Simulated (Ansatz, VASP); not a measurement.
**Two plane-wave programs on TaN**

The input INCAR:

```
SYSTEM = TaN
PREC     = Accurate       ! precision mode
ENCUT    = 520            ! plane-wave cutoff, eV
EDIFF    = 1E-6           ! SCF threshold, eV
ISMEAR   = -1             ! smearing method
SIGMA    = 0.05           ! smearing width, eV
LREAL    = .False.        ! projectors in reciprocal space
LASPH    = .True.         ! aspherical terms in the spheres
NELM     = 150            ! most SCF steps
ALGO     = Normal         ! electronic algorithm
ISIF     = 2              ! what is computed and relaxed
LWAVE    = .False.        ! write WAVECAR
LCHARG   = .False.        ! write CHGCAR
LNONCOLLINEAR= .True.         ! non-collinear magnetism
MAGMOM   = 0 0 0 0 0 0    ! initial moments
LORBIT   = 11             ! projections on sites
LSORBIT  = .True.         ! spin-orbit coupling
GGA_COMPAT= .False.      
LORBMOM  = .True.       
LMAXMIX  = 4              ! l up to which the mixer works
GGA      = PE             ! functional
NBANDS   = 28             ! bands
```

Contents of KPOINTS:

```
regular mesh
0
Gamma
  7 7 7
  0 0 0
```

POSCAR

```
TaN
1.0
    0.0000000000      2.2113230000      2.2113230000
    2.2113230000      0.0000000000      2.2113230000
    2.2113230000      2.2113230000      0.0000000000
Ta N
1 1
Direct
    0.5000000000      0.5000000000      0.5000000000
    0.0000000000      0.0000000000      0.0000000000
```

Contents of input.yaml:

```yaml
crystal:
  lattice:
    - [0.0, 2.211323, 2.211323]
    - [2.211323, 0.0, 2.211323]
    - [2.211323, 2.211323, 0.0]
  atoms:
    - { symbol: Ta, position: [0.5, 0.5, 0.5] }
    - { symbol: "N", position: [0.0, 0.0, 0.0] }
hamiltonian:
  xc: pbe
  pseudopotentials: { kind: paw_fr }
magnetization:
  noncollinear: true
  spin_orbit: true
kpoints:
  mp_grid: { grid: [7, 7, 7] }
  band_path:
    path:
      - [[0.0, 0.0, 0.0], [0.5, 0.0, 0.5], [0.5, 0.25, 0.75], [0.375, 0.375, 0.75], [0.0, 0.0, 0.0], [0.5, 0.5, 0.5], [0.625, 0.25, 0.625], [0.5, 0.25, 0.75], [0.5, 0.5, 0.5], [0.375, 0.375, 0.75]]
      - [[0.625, 0.25, 0.625], [0.5, 0.0, 0.5]]
    npoints: 14
scf:
  occupations: { method: fermi_dirac, width: 0.05 }
  n_extra_bands: 6
output:
  forces: true
  stress: true
  eigenvalues: true
  fatbands: false
```

Alike in both runs: functional PBE; k mesh 7 × 7 × 7; occupations fermi-dirac, width 0.05 eV; non-collinear spin, spin-orbit coupling.

```csv
,VASP,Ansatz
version,VASP 6.6.1,Ansatz 0.2.0
potentials or method,"VASP PAW PBE potentials, release 64 (Ta_pv, N)",Ansatz PAW
plane-wave cutoff (eV),520,420
valence electrons in the cell,16,18
task,single point,band structure
```

|  | VASP | Ansatz | Ansatz less VASP |
| --- | --- | --- | --- |
| pressure (GPa) | 0.0 | -1.5 | -1.47 |
| net moment per atom (μB) | 0.00 | 0.00 | 0.000 |

VASP's potentials hold 16 valence electrons a cell and Ansatz's 18, so a difference there can come from the potentials and not from the codes.
